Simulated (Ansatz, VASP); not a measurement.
CsGa: VASP beside Ansatz

```
CELL_PARAMETERS angstrom
0.00000 3.58195 3.58195
3.58195 0.00000 3.58195
3.58195 3.58195 0.00000
ATOMIC_POSITIONS crystal
Cs 0.12500 0.12500 0.12500
Cs 0.87500 0.87500 0.87500
Ga 0.37500 0.37500 0.37500
Ga 0.62500 0.62500 0.62500
```

Change from the starting cell: volume scaled by 0.7, PAW files.

Alike in both runs: task single point; functional PBEsol; k mesh 6 × 6 × 6; occupations fermi-dirac, width 0.05 eV; no spin polarisation.

|  | VASP | Ansatz |
| --- | --- | --- |
| version | VASP 6.6.1 | Ansatz 0.2.0 |
| potentials or method | VASP PAW PBE potentials, release 64 (Cs_sv, Ga_d) | PAW with Ansatz's default frozen-core files, scalar-relativistic |
| plane-wave cutoff (eV) | 520 | 420 |
| valence electrons in the cell | 44 | 44 |

|  | VASP | Ansatz | Ansatz less VASP |
| --- | --- | --- | --- |
| pressure (GPa) | 16.8 | 15.9 | -0.98 |

VASP's potentials were made for PBE, not for PBEsol.

Neither program's run includes spin-orbit coupling.
